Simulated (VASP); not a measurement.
# Zn (Fm-3m) in VASP: further runs

The runs below take Zn through relaxation of cell and atoms, with LDA.

Program: VASP 6.6.1. These are calculated values, not measurements. Logs are shortened: lines on timing, memory, paths and dates and some standing lists are left out, and cuts for length are marked.

### Step 1. The cell of the first run

The structure is cubic, space group Fm-3m (No. 225). The conventional cell has a = 3.930 Å, b = 3.930 Å, c = 3.930 Å, α = 90.00°, β = 90.00°, γ = 90.00°. Within 3.7 Å of Zn (site symmetry m-3m) lie 12 Zn at 2.78 Å.

### Step 2. Relaxation of cell and atoms, LDA

Contents of INCAR:

```
ALGO = Normal
EDIFF = 1E-6
EDIFFG = -0.03
ENCUT = 600
IBRION = 2
ISIF = 3
ISMEAR = 1
LASPH = True
LCHARG = False
LREAL = False
LWAVE = False
NELM = 80
NSW = 80
PREC = Accurate
SIGMA = 0.1
```

Contents of KPOINTS:

```
k-points
0
Gamma
  11 11 11
```

Contents of POSCAR:

```
Zn
1.0
    0.0000000000      1.9647760000      1.9647760000
    1.9647760000      0.0000000000      1.9647760000
    1.9647760000      1.9647760000      0.0000000000
Zn
1
Direct
    0.0000000000      0.0000000000      0.0000000000
```

Potentials or basis: VASP PAW LDA potentials, release 64 (Zn).

Started as:

```sh
$ cat potpaw_LDA.64/Zn/POTCAR > POTCAR
$ mpirun -np 1 vasp_std > vasp.out
```

OUTCAR:

```text
EDIFF = 1E-6
   EDIFFG = -0.03
   ENCUT = 600
   IBRION = 2
   ISIF = 3
   ISMEAR = 1
   LASPH = True
   LREAL = False
   NELM = 80
   NSW = 80
   PREC = Accurate

 ion  position               nearest neighbor table
   1  0.000  0.000  0.000-

  LATTYP: Found a face centered cubic cell.
 ALAT       =     3.9295520000

  Lattice vectors:

 A1 = (   0.0000000000,   1.9647760000,   1.9647760000)
 A2 = (   1.9647760000,   0.0000000000,   1.9647760000)
 A3 = (   1.9647760000,   1.9647760000,   0.0000000000)

Analysis of symmetry for initial positions (statically):
=====================================================================
 Subroutine PRICEL returns:
 Original cell was already a primitive cell.

 Routine SETGRP: Setting up the symmetry group for a
 face centered cubic supercell.

 Subroutine GETGRP returns: Found 48 space group operations
 (whereof 48 operations were pure point group operations)
 out of a pool of 48 trial point group operations.

The static configuration has the point symmetry O_h .

Analysis of symmetry for dynamics (positions and initial velocities):
=====================================================================
 Subroutine PRICEL returns:
 Original cell was already a primitive cell.

 Routine SETGRP: Setting up the symmetry group for a
 face centered cubic supercell.

 Subroutine GETGRP returns: Found 48 space group operations
 (whereof 48 operations were pure point group operations)
 out of a pool of 48 trial point group operations.

The dynamic configuration has the point symmetry O_h .

 Subroutine INISYM returns: Found 48 space group operations
 (whereof 48 operations are pure point group operations),
 and found     1 'primitive' translations

----------------------------------------------------------------------------------------

                                     Primitive cell

  volume of cell :      15.1694

  direct lattice vectors                    reciprocal lattice vectors
     0.000000000  1.964776000  1.964776000    -0.254481936  0.254481936  0.254481936
     1.964776000  0.000000000  1.964776000     0.254481936 -0.254481936  0.254481936
     1.964776000  1.964776000  0.000000000     0.254481936  0.254481936 -0.254481936

  length of vectors
     2.778612866  2.778612866  2.778612866     0.440775643  0.440775643  0.440775643

  position of ions in fractional coordinates (direct lattice)
     0.000000000  0.000000000  0.000000000

  ion indices of the primitive-cell ions
   primitive index   ion index
                 1           1

----------------------------------------------------------------------------------------

 KPOINTS: k-points

Automatic generation of k-mesh.
 Grid dimensions read from file:
 generate k-points for:   11   11   11

 Generating k-lattice:

  Cartesian coordinates                     Fractional coordinates (reciprocal lattice)
    -0.023134721  0.023134721  0.023134721     0.090909091  0.000000000  0.000000000
     0.023134721 -0.023134721  0.023134721     0.000000000  0.090909091  0.000000000
     0.023134721  0.023134721 -0.023134721     0.000000000  0.000000000  0.090909091

  Length of vectors
     0.040070513  0.040070513  0.040070513

  Shift w.r.t. Gamma in fractional coordinates (k-lattice)
     0.000000000  0.000000000  0.000000000

 Subroutine IBZKPT returns following result:
 ===========================================

 Found     56 irreducible k-points:

 Following reciprocal coordinates:
            Coordinates               Weight
  0.000000  0.000000  0.000000      1.000000
  0.090909  0.000000  0.000000      8.000000
  0.181818  0.000000  0.000000      8.000000
  0.272727  0.000000  0.000000      8.000000
  0.363636  0.000000  0.000000      8.000000
  0.454545  0.000000  0.000000      8.000000
[... 16 lines left out ...]
 -0.272727  0.181818  0.000000     24.000000
 -0.181818  0.181818  0.000000     12.000000
 [... further k-points ...]
   k-points           NKPTS =     56   k-points in BZ     NKDIM =     56   number of bands    NBANDS=     10
   number of dos      NEDOS =    301   number of ions     NIONS =      1
   total plane-waves  NPLWV =  13824
   dimension x,y,z NGX =    24 NGY =   24 NGZ =   24
   dimension x,y,z NGXF=    48 NGYF=   48 NGZF=   48
   ions per type =               1
   NGX,Y,Z   is equivalent  to a cutoff of  14.36, 14.36, 14.36 a.u.
   NGXF,Y,Z  is equivalent  to a cutoff of  28.72, 28.72, 28.72 a.u.
 SYSTEM =  unknown system
   PREC   = accura    normal or accurate (medium, high low for compatibility)
   ISTART =      0    job   : 0-new  1-cont  2-samecut
   ICHARG =      2    charge: 1-file 2-atom 10-const
   ISPIN  =      1    spin polarized calculation?
   LNONCOLLINEAR =      F non collinear calculations
   LSORBIT =      F    spin-orbit coupling
   LASPH  =      T    aspherical Exc in radial PAW
   ENCUT  =  600.0 eV  44.10 Ry    6.64 a.u.   5.55  5.55  5.55*2*pi/ulx,y,z
   NELM   =     80;   NELMIN=  2; NELMDL= -5     # of ELM steps
   EDIFF  = 0.1E-05   stopping-criterion for ELM
   LREAL  =      F    real-space projection
   EDIFFG = -.3E-01   stopping-criterion for IOM
   NSW    =     80    number of steps for IOM
   IBRION =      2    ionic relax: 0-MD 1-quasi-New 2-CG
   NFREE  =      1    steps in history (QN), initial steepest desc. (CG)
   ISIF   =      3    stress and relaxation
   ISYM   =      2    0-nonsym 1-usesym 2-fastsym
   POTIM  = 0.5000    time-step for ionic-motion
   TEBEG  =    0.0;   TEEND  =   0.0 temperature during run
   PSTRESS=    0.0 pullay stress
   NELECT =      12.0000    total number of electrons
   NUPDOWN=      -1.0000    fix difference up-down
   EMIN   =  10.00;   EMAX   =-10.00  energy-range for DOS
   EFERMI =   0.00;   METHOD = LEGACY
   ISMEAR =     1;   SIGMA  =   0.10  broadening in eV -4-tet -1-fermi 0-gaus
   EFERMI_NEDOS =   21; number of points for ismear=-14 and -15
   IALGO  =     38    algorithm
   IMIX   =      4    mixing-type and parameters
     AMIX     =   0.40;   BMIX     =  1.00
     AMIX_MAG =   1.60;   BMIX_MAG =  1.00
  volume/ion in A,a.u.               =      15.17       102.37
  Fermi-wavevector in a.u.,A,eV,Ry     =   1.514069  2.861175 31.190044  2.292404
  Thomas-Fermi vector in A             =   2.623775
   LORBIT       =      0    0 simple, 1 ext, 2 COOP (PROOUT), +10 PAW based schemes
   GGA     = CA    functional components
   LHFCALC =     F    Hartree Fock is set to
   AEXX    =    0.0000 exact exchange contribution
   IVDW    =     0    specifies the selected vdW correction
   LEPSILON=     F    determine dielectric tensor
   LRPA    =     F    only Hartree local field effects (RPA)
 conjugate gradient relaxation of ions
 non-spin polarized calculation
 Methfessel and Paxton  Order N= 1 SIGMA  =   0.10
  energy-cutoff  :      600.00
  volume of cell :       15.17
 maximum number of plane-waves:       532
 NGX is ok and might be reduce to    24
   NGX = 11   NGY = 11   NGZ = 11

--------------------------------------- Ionic step        1  -------------------------------------------

 number of electron      12.0000008 magnetization

 Free energy of the ion-electron system (eV)
  ---------------------------------------------------
  ext. energy  EPLUGINS =         0.00000000
  ---------------------------------------------------
  free energy    TOTEN  =        -1.80089668 eV

  energy without entropy =       -1.80120630  energy(sigma->0) =       -1.80099989

------------------------ aborting loop because EDIFF is reached ----------------------------------------

  FORCE on cell =-STRESS in cart. coord.  units (eV):
  Direction    XX          YY          ZZ          XY          YZ          ZX
  --------------------------------------------------------------------------------------
  -------------------------------------------------------------------------------------
  Total       -0.7285571     -0.7285571     -0.7285571     -0.0000000      0.0000000      0.0000000
  in kB      -76.9493674    -76.9493674    -76.9493674     -0.0000000      0.0000000      0.0000000
  external PRESSURE =     -76.9493674 kB  Pullay stress =       0.0000000 kB

 VOLUME and BASIS-vectors are now :
 -----------------------------------------------------------------------------
  energy-cutoff  :      600.00
  volume of cell :       15.17
      direct lattice vectors                 reciprocal lattice vectors
     0.000000000  1.964776000  1.964776000    -0.254481936  0.254481936  0.254481936
     1.964776000  0.000000000  1.964776000     0.254481936 -0.254481936  0.254481936
     1.964776000  1.964776000  0.000000000     0.254481936  0.254481936 -0.254481936

 POSITION                                       TOTAL-FORCE (eV/Angst)
 -----------------------------------------------------------------------------------
      0.00000      0.00000      0.00000        -0.000000     -0.000000      0.000000
 -----------------------------------------------------------------------------------
    total drift:                               -0.000000      0.000000      0.000000

  FREE ENERGIE OF THE ION-ELECTRON SYSTEM (eV)
  ---------------------------------------------------
  free  energy   TOTEN  =        -1.8008966772 eV

  energy  without entropy=       -1.8012063043  energy(sigma->0) =       -1.80099989

--------------------------------------- Ionic step        2  -------------------------------------------

 number of electron      11.9999998 magnetization

 Free energy of the ion-electron system (eV)
  ---------------------------------------------------
  ext. energy  EPLUGINS =         0.00000000
  ---------------------------------------------------
  free energy    TOTEN  =        -1.84026941 eV

  energy without entropy =       -1.83965639  energy(sigma->0) =       -1.84006507

 E-fermi :   3.7366     XC(G=0): -12.4937

 val. band max:        3.7268758581   @ k =  -0.3636   0.4545   0.0909
 cond. band min:       3.8141212400   @ k =  -0.3636   0.3636   0.0909
 fundamental gap:      0.0872453819
 Fermi energy:         3.7365911231

 k-point     1 :       0.0000    0.0000    0.0000
  band No.  band energies     occupation
      1      -7.5817      2.00000
      2      -4.3367      2.00000
      3      -4.3367      2.00000
      4      -4.3367      2.00000
      5      -3.8686      2.00000
      6      -3.8686      2.00000
      7      23.3262      0.00000
      8      23.3262      0.00000
      9      23.3262      0.00000
     10      23.5199      0.00000

 k-point     2 :       0.0909    0.0000    0.0000
  band No.  band energies     occupation
      1      -7.3141      2.00000
      2      -4.3614      2.00000
      3      -4.3037      2.00000
      4      -4.3037      2.00000
      5      -3.8775      2.00000
      6      -3.8775      2.00000
      7      19.5307      0.00000
      8      22.5587      0.00000
      9      22.5587      0.00000
     10      23.3963      0.00000

 k-point     3 :       0.1818    0.0000    0.0000
  band No.  band energies     occupation
      1      -6.5537      2.00000
      2      -4.3811      2.00000
      3      -4.2449      2.00000
      4      -4.2449      2.00000
      5      -3.8695      2.00000
      6      -3.8695      2.00000
      7      14.8356      0.00000
      8      21.4922      0.00000
      9      21.4922      0.00000
     10      23.1600      0.00000
[... 248 lines left out ...]
 k-point    23 :      -0.2727    0.1818    0.0000
  band No.  band energies     occupation
      1      -4.8596      2.00000
      2      -4.4199      2.00000
      3      -4.2037      2.00000
      4      -4.1025      2.00000
      5      -3.8492      2.00000
      6      -1.9835      2.00000
      7       8.6674      0.00000
      8      12.4927      0.00000
      9      19.9301      0.00000
     10      21.7413      0.00000

 k-point    24 :      -0.1818    0.1818    0.0000
  band No.  band energies     occupation
      1      -5.2074      2.00000
      2      -4.5281      2.00000
      3      -4.2276      2.00000
      4      -4.0462      2.00000
      5      -4.0303      2.00000
      6      -3.1882      2.00000
      7      12.4888      0.00000
      8      13.0158      0.00000
      9      22.1478      0.00000
     10      23.4932      0.00000

 [... further k-points ...]

------------------------ aborting loop because EDIFF is reached ----------------------------------------

  FORCE on cell =-STRESS in cart. coord.  units (eV):
  Direction    XX          YY          ZZ          XY          YZ          ZX
  --------------------------------------------------------------------------------------
  -------------------------------------------------------------------------------------
  Total        0.0038613      0.0038613      0.0038613      0.0000000      0.0000000      0.0000000
  in kB        0.4540370      0.4540370      0.4540370      0.0000000      0.0000000      0.0000000
  external PRESSURE =       0.4540370 kB  Pullay stress =       0.0000000 kB

 VOLUME and BASIS-vectors are now :
 -----------------------------------------------------------------------------
  energy-cutoff  :      600.00
  volume of cell :       13.63
      direct lattice vectors                 reciprocal lattice vectors
    -0.000000000  1.895718979  1.895718979    -0.263752173  0.263752173  0.263752173
     1.895718979  0.000000000  1.895718979     0.263752173 -0.263752173  0.263752173
     1.895718979  1.895718979  0.000000000     0.263752173  0.263752173 -0.263752173

 POSITION                                       TOTAL-FORCE (eV/Angst)
 -----------------------------------------------------------------------------------
      3.79144      1.89572      1.89572        -0.000000     -0.000000     -0.000000
 -----------------------------------------------------------------------------------
    total drift:                                0.000000      0.000000      0.000000

  FREE ENERGIE OF THE ION-ELECTRON SYSTEM (eV)
  ---------------------------------------------------
  free  energy   TOTEN  =        -1.8402694091 eV

  energy  without entropy=       -1.8396563915  energy(sigma->0) =       -1.84006507

 reached required accuracy - stopping structural energy minimisation
```

It took 5.2 s on 1 thread of Intel Xeon 6975P-C (Granite Rapids), shared host; peak memory 0.13 GiB.

Results:

```yaml
Free_energy: -1.8403 eV
Relaxed_volume: 13.63 Å³/atom
Relaxed_cell: a = 2.681 Å, b = 2.681 Å, c = 2.681 Å, α = 60.00°, β = 60.00°, γ = 60.00°
Space_group_after_relaxing_to_0.05_Å: Fm-3m (No. 225)
Energy_gained_by_relaxing: 39.4 meV/atom
Ionic_steps: 2
Pressure_after_relaxing: 0.0 GPa
Band_gap_on_the_k_mesh: zero (band 6 reaches 5.32 eV, above the bottom of band 7 at 2.69 eV)
```

The path:
```tsv
step	energy change (eV)	largest force (eV/Å)	pressure (GPa)	volume (Å³)
1	0.0000	0.0000	-7.69	15.17
2	-0.0394	0.0000	0.05	13.63
```

Final structure:
```yaml
crystal:
  lattice:
    - [0.00000, 1.89572, 1.89572]
    - [1.89572, 0.00000, 1.89572]
    - [1.89572, 1.89572, 0.00000]
  atoms:
    - { symbol: Zn, position: [0.00000, 0.00000, 0.00000] }
```

(Part 1 of 2 ends here.)
